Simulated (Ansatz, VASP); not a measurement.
## MgO: VASP beside Ansatz

```
Mg O
1.0
     0.00000    2.10665    2.10665
     2.10665    0.00000    2.10665
     2.10665    2.10665    0.00000
Mg O
1 1
Cartesian
  0.0000 0.0000 0.0000
  2.1067 2.1067 2.1067
```

Alike in both runs: task single point; functional PBE; k mesh 10 × 10 × 10; occupations tetrahedron; no spin polarisation.

|  | VASP | Ansatz |
| --- | --- | --- |
| version | VASP 6.6.1 | Ansatz 0.2.0 |
| potentials or method | VASP PAW PBE potentials, release 64 (Mg_sv, O), cutoff 840 eV | PAW, plane waves, scalar-relativistic |
| valence electrons in the cell | 16 | 16 |

|  | VASP | Ansatz | Ansatz less VASP |
| --- | --- | --- | --- |
| gap on the k mesh at the Fermi level (eV) | 4.73 | 4.73 | +0.003 |
| pressure (GPa) | 4.6 | 4.5 | -0.10 |

Ansatz's warnings: band table not solved further, tetrahedron derivatives may miss energy slope.
